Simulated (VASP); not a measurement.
Set up this calculation in VASP 6.6.1, as the native input.

* Task: single point
* Functional: PBE
* Potentials or basis: VASP PAW PBE potentials, release 64 (Si, Ag)
* Cutoff: 520 eV
* k mesh: 4 × 4 × 4
* Occupations: gaussian, width 0.1 eV
* Spin: no spin polarisation
* Dipole correction: no
* Further INCAR settings: ALGO = Normal; EDIFF = 1e-06; NBANDS = 28

The structure of Si2Ag lies in POSCAR:

```
Si2Ag
1.0
    4.0376342533     -4.2066459532      0.0000000000
    4.0376342533      4.2066459532      0.0000000000
    0.0000000000      0.0000000000      4.4038216845
Si Ag
4 2
Direct
    0.0051825250      0.2870561434      0.5000000000
    0.9948174750      0.7129438566      0.5000000000
    0.2870561434      0.0051825250      0.5000000000
    0.7129438566      0.9948174750      0.5000000000
    0.0000000000      0.5000000000      0.0000000000
    0.5000000000      0.0000000000      0.0000000000
```

The cell was generated, and may not be a known phase.

One way to write it, as run:

INCAR

```
SYSTEM = Si2Ag
PREC = Accurate ; ENCUT = 520
EDIFF = 1E-6 ; ISMEAR = 0
SIGMA = 0.1 ; LREAL = .False.
LASPH = .True. ; NELM = 80
ALGO = Normal ; ISIF = 2
LWAVE = .False. ; LCHARG = .True.
GGA = PE ; LELF = .True.
LVHAR = .True. ; NBANDS = 28
```

KPOINTS

```
regular mesh
0
Gamma
  4 4 4
  0 0 0
```

Potentials or basis: VASP PAW PBE potentials, release 64 (Si, Ag).

Command:

```bash
$ cat potpaw_PBE.64/Si/POTCAR potpaw_PBE.64/Ag/POTCAR > POTCAR
$ mpirun -np 1 vasp_std > vasp.out
```

Results of the run:

```json
{
  "Pressure": "0.0 GPa",
  "Largest force": "0.014 eV/Å",
  "Band gap on the k mesh": "zero (bands 19 and 20 overlap by 1.49 eV)"
}
```

It took 110 s on 1 thread of Oxide Virtual Turin-like Processor, on a shared host, peak memory 0.27 GiB.
